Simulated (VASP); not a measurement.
Here is a VASP 6.6.1 calculation.

Contents of POSCAR:

```
Ru
1.0
    0.0000000000      1.8904758735      1.8904758735
    1.8904758735      0.0000000000      1.8904758735
    1.8904758735      1.8904758735      0.0000000000
Ru
1
Direct
    0.0000000000      0.0000000000      0.0000000000
```

File INCAR.step1:

```
SYSTEM = Ru
PREC = Accurate
ENCUT = 600
ISMEAR = 0
SIGMA = 0.1
LREAL = .FALSE.
LASPH = .TRUE.
NELM = 80
GGA = PE
ALGO = Normal
EDIFF = 1E-4
LWAVE = .TRUE.
LCHARG = .FALSE.
```

INCAR.step2

```
SYSTEM = Ru
PREC = Accurate
ENCUT = 600
EDIFF = 1E-6
ISMEAR = 0
SIGMA = 0.1
LREAL = .FALSE.
LASPH = .TRUE.
NELM = 80
ALGO = Normal
ISIF = 3
LWAVE = .FALSE.
LCHARG = .FALSE.
METAGGA = R2SCAN
LMIXTAU = .TRUE.
IBRION = 2
NSW = 80
EDIFFG = -0.01
ISTART = 1
```

Contents of KPOINTS:

```
regular mesh
0
G
  18 18 18
  0 0 0
```

Potentials or basis: VASP PAW PBE potentials, release 64 (Ru_pv).

Command:

```console
$ cat potpaw_PBE.64/Ru_pv/POTCAR > POTCAR
$ cp INCAR.step1 INCAR
$ mpirun -np 1 vasp_std > vasp.out
$ cp INCAR.step2 INCAR
$ mpirun -np 1 vasp_std > vasp.out
```

(1) Estimate the band gap on the k mesh.

(2) Estimate the relaxed cell.

(3) Predict the relaxed volume.

(4) Estimate the space group after relaxing (to 0.1 Å).

Answers

(1) zero (bands 7 and 8 overlap by 3.58 eV).

(2) a = 2.680 Å, b = 2.680 Å, c = 2.680 Å, α = 60.00°, β = 60.00°, γ = 60.00°.

(3) 13.61 Å³/atom.

(4) Fm-3m (No. 225).

Caveat: an empty level that is flat over the whole mesh can mark a ghost state of the potentials, or a narrow d or f band; the PAW data sets were made with another functional, which shifts forces and pressure a little.
